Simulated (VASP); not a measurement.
# MgS (F-43m) in VASP: further runs, part 2 of 2

VASP 6.6.1. The steps go on from the part before.

## 5. Single point, LDA (volume scaled by 0.98)

File INCAR:

```
SYSTEM = MgS
PREC     = Accurate       ! precision mode
ENCUT    = 520            ! plane-wave cutoff, eV
EDIFF    = 1E-6           ! SCF threshold, eV
ISMEAR   = -1             ! smearing method
SIGMA    = 0.05           ! smearing width, eV
LREAL    = .FALSE.        ! projectors in reciprocal space
LASPH    = .TRUE.         ! aspherical terms in the spheres
NELM     = 100            ! most SCF steps
ALGO     = Normal         ! electronic algorithm
ISIF     = 2              ! what is computed and relaxed
LWAVE    = .FALSE.        ! write WAVECAR
LCHARG   = .FALSE.        ! write CHGCAR
GGA      = CA             ! functional
NBANDS   = 11             ! bands
```

File KPOINTS:

```
Automatic mesh
0
G
  8 8 8
  0 0 0
```

File POSCAR:

```
MgS
1.0
    0.0000000000      2.8141052454      2.8141052454
    2.8141052454      0.0000000000      2.8141052454
    2.8141052454      2.8141052454      0.0000000000
S Mg
1 1
Direct
    0.2500000000      0.2500000000      0.2500000000
    0.0000000000      0.0000000000      0.0000000000
```

Potentials or basis: VASP PAW LDA potentials, release 64 (S, Mg).

On the command line:

```
$ cat potpaw_LDA.64/S/POTCAR potpaw_LDA.64/Mg/POTCAR > POTCAR
$ mpirun -np 1 vasp_std > vasp.out
```

OUTCAR:

```text
SYSTEM = MgS
   PREC = Accurate
   ENCUT = 520
   EDIFF = 1E-6
   ISMEAR = -1
   LREAL = .FALSE.
   LASPH = .TRUE.
   NELM = 100
   ISIF = 2
   GGA = CA

 ion  position               nearest neighbor table
   1  0.250  0.250  0.250-   2 2.44   2 2.44   2 2.44   2 2.44
   2  0.000  0.000  0.000-   1 2.44   1 2.44   1 2.44   1 2.44

  LATTYP: Found a face centered cubic cell.
 ALAT       =     5.6282104908

  Lattice vectors:

 A1 = (   0.0000000000,   2.8141052454,   2.8141052454)
 A2 = (   2.8141052454,   0.0000000000,   2.8141052454)
 A3 = (   2.8141052454,   2.8141052454,   0.0000000000)

Analysis of symmetry for initial positions (statically):
=====================================================================
 Subroutine PRICEL returns:
 Original cell was already a primitive cell.

 Routine SETGRP: Setting up the symmetry group for a
 face centered cubic supercell.

 Subroutine GETGRP returns: Found 24 space group operations
 (whereof 24 operations were pure point group operations)
 out of a pool of 48 trial point group operations.

The static configuration has the point symmetry T_d .

Analysis of symmetry for dynamics (positions and initial velocities):
=====================================================================
 Subroutine PRICEL returns:
 Original cell was already a primitive cell.

 Routine SETGRP: Setting up the symmetry group for a
 face centered cubic supercell.

 Subroutine GETGRP returns: Found 24 space group operations
 (whereof 24 operations were pure point group operations)
 out of a pool of 48 trial point group operations.

The dynamic configuration has the point symmetry T_d .

 Subroutine INISYM returns: Found 24 space group operations
 (whereof 24 operations are pure point group operations),
 and found     1 'primitive' translations

[... 119 lines left out ...]
   GGA     = CA    functional components
   LHFCALC =     F    Hartree Fock is set to
   AEXX    =    0.0000 exact exchange contribution
   IVDW    =     0    specifies the selected vdW correction
   LEPSILON=     F    determine dielectric tensor
   LRPA    =     F    only Hartree local field effects (RPA)
 non-spin polarized calculation
  energy-cutoff  :      520.00
  volume of cell :       44.57
 maximum number of plane-waves:      1243
 NGX is ok and might be reduce to    30
   NGX = 15   NGY = 15   NGZ = 15

 number of electron       8.0000001 magnetization

 Free energy of the ion-electron system (eV)
  ---------------------------------------------------
  ext. energy  EPLUGINS =         0.00000000
  ---------------------------------------------------
  free energy    TOTEN  =        -9.38922847 eV

  energy without entropy =       -9.38922847  energy(sigma->0) =       -9.38922847

 E-fermi :   2.1080     XC(G=0):  -8.8295

 val. band max:        1.0076456606   @ k =   0.0000   0.0000   0.0000
 cond. band min:       4.2914611027   @ k =   0.0000   0.0000   0.0000
 fundamental gap:      3.2838154421
 Fermi energy:         2.1079936247

 k-point     1 :       0.0000    0.0000    0.0000
  band No.  band energies     occupation
      1     -10.2905      2.00000
      2       1.0076      2.00000
      3       1.0076      2.00000
      4       1.0076      2.00000
      5       4.2915      0.00000
      6       8.8202      0.00000
      7       8.8202      0.00000
      8       8.8202      0.00000
      9      11.7864      0.00000
     10      11.7864      0.00000
     11      14.5095      0.00000
[... 309 lines left out ...]
 k-point    24 :      -0.3750    0.2500    0.1250
  band No.  band energies     occupation
      1      -9.4428      2.00000
      2      -1.8985      2.00000
      3      -0.3557      2.00000
      4       0.3282      2.00000
      5       6.8915      0.00000
      6       7.3445      0.00000
      7       9.6500      0.00000
      8       9.7403      0.00000
      9      12.2974      0.00000
     10      13.7436      0.00000
     11      15.1959      0.00000

 [... further k-points ...]

------------------------ aborting loop because EDIFF is reached ----------------------------------------

  FORCE on cell =-STRESS in cart. coord.  units (eV):
  Direction    XX          YY          ZZ          XY          YZ          ZX
  --------------------------------------------------------------------------------------
  -------------------------------------------------------------------------------------
  Total       -0.3980540     -0.3980540     -0.3980540     -0.0000000     -0.0000000     -0.0000000
  in kB      -14.3087448    -14.3087448    -14.3087448     -0.0000000     -0.0000000     -0.0000000
  external PRESSURE =     -14.3087448 kB  Pullay stress =       0.0000000 kB

 VOLUME and BASIS-vectors are now :
 -----------------------------------------------------------------------------
  energy-cutoff  :      520.00
  volume of cell :       44.57
      direct lattice vectors                 reciprocal lattice vectors
     0.000000000  2.814105245  2.814105245    -0.177676368  0.177676368  0.177676368
     2.814105245  0.000000000  2.814105245     0.177676368 -0.177676368  0.177676368
     2.814105245  2.814105245  0.000000000     0.177676368  0.177676368 -0.177676368

 POSITION                                       TOTAL-FORCE (eV/Angst)
 -----------------------------------------------------------------------------------
      1.40705      1.40705      1.40705        -0.000000     -0.000000     -0.000000
      0.00000      0.00000      0.00000         0.000000      0.000000      0.000000
 -----------------------------------------------------------------------------------
    total drift:                                0.000000      0.000000      0.000000

  FREE ENERGIE OF THE ION-ELECTRON SYSTEM (eV)
  ---------------------------------------------------
  free  energy   TOTEN  =        -9.3892284728 eV

  energy  without entropy=       -9.3892284728  energy(sigma->0) =       -9.38922847
```

OSZICAR:

```text
N       E                     dE             d eps       ncg     rms          rms(c)
DAV:   1     0.256896970692E+02    0.25690E+02   -0.33785E+03   638   0.571E+02
DAV:   2    -0.777593664436E+01   -0.33466E+02   -0.32235E+02   730   0.103E+02
DAV:   3    -0.993080988659E+01   -0.21549E+01   -0.21497E+01   803   0.280E+01
DAV:   4    -0.994844619404E+01   -0.17636E-01   -0.17635E-01   751   0.304E+00
DAV:   5    -0.994865334267E+01   -0.20715E-03   -0.20715E-03   801   0.337E-01    0.408E+00
DAV:   6    -0.944569948052E+01    0.50295E+00   -0.12609E+00   719   0.409E+00    0.305E+00
DAV:   7    -0.939418769107E+01    0.51512E-01   -0.23153E-01   777   0.187E+00    0.226E+00
DAV:   8    -0.939018769540E+01    0.40000E-02   -0.14794E-02   707   0.705E-01    0.120E+00
DAV:   9    -0.938920853367E+01    0.97916E-03   -0.22520E-03   746   0.232E-01    0.375E-01
DAV:  10    -0.938922888540E+01   -0.20352E-04   -0.65868E-05   760   0.438E-02    0.134E-01
DAV:  11    -0.938922856942E+01    0.31598E-06   -0.41390E-05   755   0.277E-02    0.470E-02
DAV:  12    -0.938922847279E+01    0.96629E-07   -0.98455E-07   500   0.542E-03
   1 F= -.93892285E+01 E0= -.93892285E+01  d E =-.182196E-10
```

stdout:

```text
POSCAR found type information on POSCAR S Mg
 POSCAR found :  2 types and       2 ions
 scaLAPACK will be used
 LDA part: xc-table for (Slater(with rela. corr.)+CA(PZ))
 , standard interpolation
 POSCAR, INCAR and KPOINTS ok, starting setup
 FFT: planning ... GRIDC
 FFT: planning ... GRID_SOFT
 FFT: planning ... GRID
 WAVECAR not read
 entering main loop
```

It took 11 s on 1 thread of Intel Xeon 6975P-C (Granite Rapids), shared host; peak memory 0.15 GiB.

Results:

| Item | Value |
| --- | --- |
| Free energy | -9.3892 eV |
| Pressure | -1.4 GPa |
| Band gap on the k mesh | 3.28 eV, direct |

## 6. Overview

```tsv
level	potentials or basis	cell	gap on the mesh (eV)	pressure (GPa)
LDA	VASP PAW LDA potentials, release 64 (S, Mg)	a = 3.925 Å, angles 60.0°, 2 atoms	3.50	1.2
LDA	VASP PAW LDA potentials, release 64 (S, Mg)	a = 3.952 Å, angles 60.0°, 2 atoms	3.39	-0.2
PBEsol	VASP PAW PBE potentials, release 64 (S, Mg)	a = 3.952 Å, angles 60.0°, 2 atoms	3.49	2.0
LDA	VASP PAW LDA potentials, release 64 (S, Mg)	a = 3.980 Å, angles 60.0°, 2 atoms	3.28	-1.4
```

Alike in all rows: task single point; no spin polarisation; k mesh 8 × 8 × 8; cutoff (eV) 520; smearing fermi-dirac 0.05 eV.

Caveats: the PAW data sets were made with another functional, which shifts forces and pressure a little (some runs).

Absolute energies hang on the potentials; compare differences alone.
